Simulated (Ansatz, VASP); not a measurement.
# Two plane-wave programs on Se

File INCAR:

```
PREC = Accurate
ENCUT = 520
EDIFF = 1E-6
ISMEAR = 0
SIGMA = 0.05
LREAL = False
LASPH = True
NELM = 80
ALGO = Normal
ISIF = 2
LWAVE = False
LCHARG = False
GGA = PE
IVDW = 12
NBANDS = 16
```

KPOINTS

```
Automatic mesh
0
Gamma
  9 9 8
```

Contents of POSCAR:

```
Se
1.0
    4.1383419910      0.0000000000      0.0000000000
   -2.0691709955      3.5839092938      0.0000000000
    0.0000000000      0.0000000000      4.9552507000
Se
3
Direct
    0.1858920228      0.0000000000      0.3333333333
    0.0000000000      0.1858920228      0.6666666667
    0.8141079772      0.8141079772      0.0000000000
```

Input for Ansatz:

```yaml
crystal:
  lattice:
    - [4.138341991, 0.0, 0.0]
    - [-2.0691709955, 3.5839092938, 0.0]
    - [0.0, 0.0, 4.9552507]
  atoms:
    - { symbol: Se, position: [0.1858920228, 0.0, 0.3333333333] }
    - { symbol: Se, position: [0.0, 0.1858920228, 0.6666666667] }
    - { symbol: Se, position: [0.8141079772, 0.8141079772, 0.0] }
basis:
  ecutwfc: 420
kpoints:
  mp_grid: { grid: [9, 9, 8] }
hamiltonian:
  xc: pbe
  dispersion: d3bj
scf:
  occupations: { method: gaussian, width: 0.05 }
output:
  forces: true
  stress: true
  eigenvalues: true
  write_density: true
  write_potential: true
  elf: true
  volumetric_format: npy
```

Alike in both runs: task single point; functional PBE; dispersion D3(BJ); k mesh 9 × 9 × 8; occupations gaussian, width 0.05 eV; no spin polarisation.

|  | VASP | Ansatz |
| --- | --- | --- |
| version | VASP 6.6.1 | Ansatz 0.2.0 |
| potentials or method | VASP PAW PBE potentials, release 64 (Se), cutoff 520 eV | scalar-relativistic, plane waves, PAW |
| valence electrons in the cell | 18 | 48 |

VASP gave:

- gap on the k mesh at the Fermi level (eV): none
- pressure (GPa): 24.3
- traceless stress, the component that is largest in VASP (GPa): 15.44
- rms of the force components (eV/Å): 3.718

**Question.** Which values does Ansatz return?

**Answer.** gap on the k mesh at the Fermi level (eV): none; pressure (GPa): 23.7; traceless stress, the component that is largest in VASP (GPa): 14.93; rms of the force components (eV/Å): 3.648.

Atom by atom the forces differ by 0.070 eV/Å (rms over components). A gap of «none» marks a metal or a gap that the smearing closes. VASP's potentials hold 18 valence electrons a cell and Ansatz's 48, so a difference there can come from the potentials and not from the codes.
